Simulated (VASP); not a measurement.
# TaN (Fm-3m) in VASP: notebook, part 5 of 5

VASP 6.6.1.

## (6) Relaxation of cell and atoms, PBE

This run uses another cell than the first one, of 10.35 Å³/atom, 0.991 times its volume.

INCAR

```
PREC = Accurate
ENCUT = 600
EDIFF = 1E-7
ISMEAR = 0
SIGMA = 0.1
LREAL = False
LASPH = True
NELM = 80
ALGO = Normal
ISIF = 3
LWAVE = False
LCHARG = False
GGA = PE
IBRION = 2
NSW = 80
EDIFFG = -0.01
```

KPOINTS

```
Automatic mesh
0
Gamma
  13 13 13
```

POSCAR

```
TaN
1.0
    0.0000000000      2.1790000000      2.1790000000
    2.1790000000      0.0000000000      2.1790000000
    2.1790000000      2.1790000000      0.0000000000
Ta N
1 1
Direct
    0.5000000000      0.5000000000      0.5000000000
    0.0000000000      0.0000000000      0.0000000000
```

Potentials or basis: VASP PAW PBE potentials, release 64 (Ta_pv, N).

Command:

```console
$ cat potpaw_PBE.64/Ta_pv/POTCAR potpaw_PBE.64/N/POTCAR > POTCAR
$ mpirun -np 1 vasp_std > vasp.out
```

OUTCAR:

```text
PREC = Accurate
   ENCUT = 600
   EDIFF = 1E-7
   ISMEAR = 0
   LREAL = False
   LASPH = True
   NELM = 80
   ISIF = 3
   GGA = PE
   IBRION = 2
   NSW = 80
   EDIFFG = -0.01

 ion  position               nearest neighbor table
   1  0.500  0.500  0.500-   2 2.18   2 2.18   2 2.18   2 2.18   2 2.18   2 2.18
   2  0.000  0.000  0.000-   1 2.18   1 2.18   1 2.18   1 2.18   1 2.18   1 2.18

  LATTYP: Found a face centered cubic cell.
 ALAT       =     4.3580000000

  Lattice vectors:

 A1 = (   0.0000000000,   2.1790000000,   2.1790000000)
 A2 = (   2.1790000000,   0.0000000000,   2.1790000000)
 A3 = (   2.1790000000,   2.1790000000,   0.0000000000)

Analysis of symmetry for initial positions (statically):
[... 295 lines left out ...]
 val. band max:        9.2872555275   @ k =   0.2308   0.1538   0.0769
 cond. band min:       9.4355848083   @ k =   0.0000   0.0000   0.0000
 fundamental gap:      0.1483292808
 Fermi energy:         9.4303663303

 k-point     1 :       0.0000    0.0000    0.0000
  band No.  band energies     occupation
      1     -26.4318      2.00000
      2     -26.4318      2.00000
      3     -26.4318      2.00000
      4      -9.3639      2.00000
      5       5.5920      2.00000
      6       5.5920      2.00000
      7       5.5920      2.00000
      8       7.3106      2.00000
      9       7.3106      2.00000
     10       7.3106      2.00000
     11       9.4356      0.94117
     12       9.4356      0.94116
[... 331 lines left out ...]
 k-point    24 :       0.4615    0.1538    0.0000
  band No.  band energies     occupation
      1     -27.1260      2.00000
      2     -26.5964      2.00000
      3     -26.5560      2.00000
      4      -6.9941      2.00000
      5       0.0999      2.00000
      6       2.2027      2.00000
      7       2.5817      2.00000
      8       8.5048      2.00000
      9      11.5315      0.00000
     10      11.5915      0.00000
     11      14.2543      0.00000
     12      14.8022      0.00000

 [... further k-points ...]
[... 5 lines left out ...]
  --------------------------------------------------------------------------------------
  -------------------------------------------------------------------------------------
  Total       -0.0040762     -0.0040762     -0.0040762      0.0000000     -0.0000000      0.0000000
  in kB       -0.3025233     -0.3025233     -0.3025233      0.0000000     -0.0000000      0.0000000
  external PRESSURE =      -0.3025233 kB  Pullay stress =       0.0000000 kB
[... 17 lines left out ...]
  FREE ENERGIE OF THE ION-ELECTRON SYSTEM (eV)
  ---------------------------------------------------
  free  energy   TOTEN  =       -21.8361373332 eV

  energy  without entropy=      -21.8337059322  energy(sigma->0) =      -21.83492163

 reached required accuracy - stopping structural energy minimisation
```

OSZICAR:

```text
N       E                     dE             d eps       ncg     rms          rms(c)
DAV:   1     0.986253256841E+02    0.98625E+02   -0.10168E+04  2016   0.158E+03
DAV:   2    -0.205095192471E+02   -0.11913E+03   -0.11284E+03  2308   0.374E+02
[... 36 lines left out ...]
DAV:   1    -0.218362663225E+02   -0.17896E-03   -0.45269E-03  2028   0.880E-01    0.127E-01
DAV:   2    -0.218361628657E+02    0.10346E-03   -0.13896E-04  2136   0.136E-01    0.516E-02
DAV:   3    -0.218361358757E+02    0.26990E-04   -0.84409E-05  2308   0.105E-01    0.932E-03
DAV:   4    -0.218361365863E+02   -0.71061E-06   -0.81566E-07  2404   0.108E-02    0.485E-03
DAV:   5    -0.218361372724E+02   -0.68611E-06   -0.21154E-07  2308   0.468E-03    0.809E-04
DAV:   6    -0.218361373332E+02   -0.60784E-07   -0.77527E-09  1016   0.105E-03
   4 F= -.21836137E+02 E0= -.21834922E+02  d E =-.411927E-01
```

CONTCAR:

```text
TaN
   1.00000000000000
     0.0000000000000000    2.2100047662036553    2.2100047662036553
     2.2100047662036553    0.0000000000000000    2.2100047662036553
     2.2100047662036553    2.2100047662036553    0.0000000000000000
  Ta              N
     1     1
Direct
     0.5000000000000000    0.5000000000000000    0.5000000000000000
     0.0000000000000000    0.0000000000000000    0.0000000000000000

  0.00000000E+00  0.00000000E+00  0.00000000E+00
  0.00000000E+00  0.00000000E+00  0.00000000E+00
```

It took 40 s on 1 thread of Intel Xeon 6975P-C (Granite Rapids), shared host; peak memory 0.18 GiB.

What came out:

| Item | Value |
| --- | --- |
| Free energy | -21.8361 eV |
| Relaxed volume | 10.79 Å³/atom |
| Relaxed cell | a = 3.125 Å, b = 3.125 Å, c = 3.125 Å, α = 60.00°, β = 60.00°, γ = 60.00° |
| Space group after relaxing (to 0.05 Å) | Fm-3m (No. 225) |
| Energy gained by relaxing | 20.6 meV/atom |
| Ionic steps | 4 |
| Pressure after relaxing | 0.0 GPa |
| Band gap on the k mesh | zero (band 8 reaches 11.09 eV, above the bottom of band 9 at 7.31 eV) |

Step by step:
```tsv
step	energy change (eV)	largest force (eV/Å)	pressure (GPa)	volume (Å³)
1	0.0000	0.0000	15.36	20.69
2	0.1559	0.0000	-25.96	23.81
3	-0.0411	0.0000	-0.48	21.62
4	-0.0412	0.0000	-0.03	21.59
```

Final structure:
```
Ta N
1.0
     0.00000    2.21000    2.21000
     2.21000    0.00000    2.21000
     2.21000    2.21000    0.00000
Ta N
1 1
Direct
  0.50000 0.50000 0.50000
  0.00000 0.00000 0.00000
```

Levels at points of the mesh, in eV from the Fermi level:
```csv
k point,band 6,band 7,band 8,band 9,band 10,band 11
"(0.00, 0.00, 0.00)",-3.84,-3.84,-2.12,-2.12,-2.12,0.01
```

Caveat: spin-orbit coupling is left out, which moves the levels of the heavy elements.

## (7) Single point, r2SCAN+rVV10

This run uses another cell than the first one, of 10.55 Å³/atom, 1.011 times its volume.

POSCAR

```
TaN
1.0
    0.0000000000      2.1934764741      2.1934764741
    2.1934764741      0.0000000000      2.1934764741
    2.1934764741      2.1934764741      0.0000000000
Ta N
1 1
Direct
    0.5000000000      0.5000000000      0.5000000000
    0.0000000000      0.0000000000      0.0000000000
```

INCAR.step1

```
SYSTEM = TaN
PREC = Accurate
ENCUT = 660
ISMEAR = 0
SIGMA = 0.1
LREAL = .False.
LASPH = .True.
NELM = 120
NBANDS = 16
GGA = PE
ALGO = Normal
EDIFF = 1E-5
LWAVE = .True.
LCHARG = .False.
GGA_COMPAT = .False.
```

INCAR.step2

```
SYSTEM = TaN
PREC = Accurate
ENCUT = 660
EDIFF = 1E-6
ISMEAR = 0
SIGMA = 0.1
LREAL = .False.
LASPH = .True.
NELM = 120
ALGO = Normal
ISIF = 2
LWAVE = .False.
LCHARG = .False.
METAGGA = R2SCAN
LMIXTAU = .True.
LUSE_VDW = .True.
IVDW_NL = 2
BPARAM = 11.95
CPARAM = 0.0093
NBANDS = 16
ISTART = 1
GGA_COMPAT = .False.
```

KPOINTS

```
Automatic mesh
0
Gamma
  13 13 13
  0 0 0
```

Potentials or basis: VASP PAW PBE potentials, release 64 (Ta_sv_GW, N).

Command:

```console
$ cat potpaw_PBE.64/Ta_sv_GW/POTCAR potpaw_PBE.64/N/POTCAR > POTCAR
$ cp INCAR.step1 INCAR
$ mpirun -np 1 vasp_std > vasp.out
$ cp INCAR.step2 INCAR
$ mpirun -np 1 vasp_std > vasp.out
```

It took 2 min on 1 thread of AMD EPYC 9R45 (Zen 5), shared host; peak memory 0.27 GiB.

The run converged. Its results:

```
Free energy            : -61.8031 eV
Pressure               : 0.3 GPa
Band gap on the k mesh : zero (band 9 reaches 15.82 eV, above the bottom of band 10 at 11.79 eV)
```

Levels at points of the mesh, in eV from the Fermi level:
```csv
k point,band 7,band 8,band 9,band 10,band 11,band 12
"(0.00, 0.00, 0.00)",-4.24,-4.24,-2.25,-2.25,-2.25,0.11
```

Caveat: the PAW data sets were made with another functional, which shifts forces and pressure a little; spin-orbit coupling is left out, which moves the levels of the heavy elements.

## (8) Overview

```csv
task,level,potentials or basis,cell,cutoff (eV),second run,gap on the mesh (eV),pressure (GPa),relaxed volume (Å³/atom)
single point,revPBE+D3(BJ),"VASP PAW PBE potentials, release 64 (Ta_pv, N)","a = 3.091 Å, angles 60.0°, 2 atoms",520,-,none,0.9,-
single point,PBE,"VASP PAW PBE potentials, release 64 (Ta_pv, N)","a = 3.123 Å, angles 60.0°, 2 atoms",520,-,none,0.8,-
single point,r2SCAN+rVV10,"VASP PAW PBE potentials, release 64 (Ta_pv, N)","a = 3.102 Å, angles 60.0°, 2 atoms",520,-,none,2.7,-
relaxation of cell and atoms,revPBE+D3(BJ),"VASP PAW PBE potentials, release 64 (Ta_pv, N)","relaxed from a = 3.082 Å, angles 60.0°, 2 atoms",600,-,none,0.0,10.46
relaxation of cell and atoms,PBE,"VASP PAW PBE potentials, release 64 (Ta_pv, N)","relaxed from a = 3.082 Å, angles 60.0°, 2 atoms",600,-,none,0.0,10.79
single point,r2SCAN+rVV10,"VASP PAW PBE potentials, release 64 (Ta_sv_GW, N)","a = 3.102 Å, angles 60.0°, 2 atoms",660,valence_matched,none,0.3,-
```

Alike in all rows: no spin polarisation; k mesh 13 × 13 × 13; smearing gaussian 0.1 eV.

Caveats: spin-orbit coupling is left out, which moves the levels of the heavy elements; the PAW data sets were made with another functional, which shifts forces and pressure a little (some runs); pairwise dispersion overbinds metals, which lowers pressure and volume (some runs).

Absolute energies hang on the potentials; compare differences alone.
